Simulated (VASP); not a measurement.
Here is a VASP 6.6.1 calculation.

INCAR

```
SYSTEM = FeO
ALGO     = Normal         ! electronic algorithm
EDIFF    = 1E-6           ! SCF threshold, eV
ENCUT    = 520            ! plane-wave cutoff, eV
GGA      = PS             ! functional
ISIF     = 2              ! what is computed and relaxed
ISMEAR   = -1             ! smearing method
ISPIN    = 2              ! spin polarisation
LASPH    = .TRUE.         ! aspherical terms in the spheres
LCHARG   = .FALSE.        ! write CHGCAR
LMAXMIX  = 4              ! l up to which the mixer works
LORBIT   = 11             ! projections on sites
LREAL    = .FALSE.        ! projectors in reciprocal space
LWAVE    = .FALSE.        ! write WAVECAR
MAGMOM   = 3 0            ! initial moments
NBANDS   = 18             ! bands
NELM     = 150            ! most SCF steps
PREC     = Accurate       ! precision mode
SIGMA    = 0.05           ! smearing width, eV
```

Contents of KPOINTS:

```
k-points
0
G
  12 12 12
  0 0 0
```

POSCAR

```
FeO
1.0
   -1.4576030577      1.4576030577      2.0613318834
    1.4576030577     -1.4576030577      2.0613318834
    1.4576030577      1.4576030577     -2.0613318834
Fe O
1 1
Direct
    0.0000000000      0.0000000000      0.0000000000
    0.5000000000      0.5000000000      0.0000000000
```

Potentials or basis: VASP PAW PBE potentials, release 64 (Fe, O).

Launch:

```bash
$ cat potpaw_PBE.64/Fe/POTCAR potpaw_PBE.64/O/POTCAR > POTCAR
$ mpirun -np 1 vasp_std > vasp.out
```

Problem. Predict the site moments.

Solution. Fe +3.48; O +0.30 μB.

Problem. Predict the pressure.

Solution. 20.7 GPa.

Problem. What does it give for the net moment?

Solution. 3.85 μB per cell.

Caveat: the cell stands under pressure; the PAW data sets were made with another functional, which shifts forces and pressure a little; a cell with one magnetic atom can't hold antiferromagnetic order, which such compounds often take.
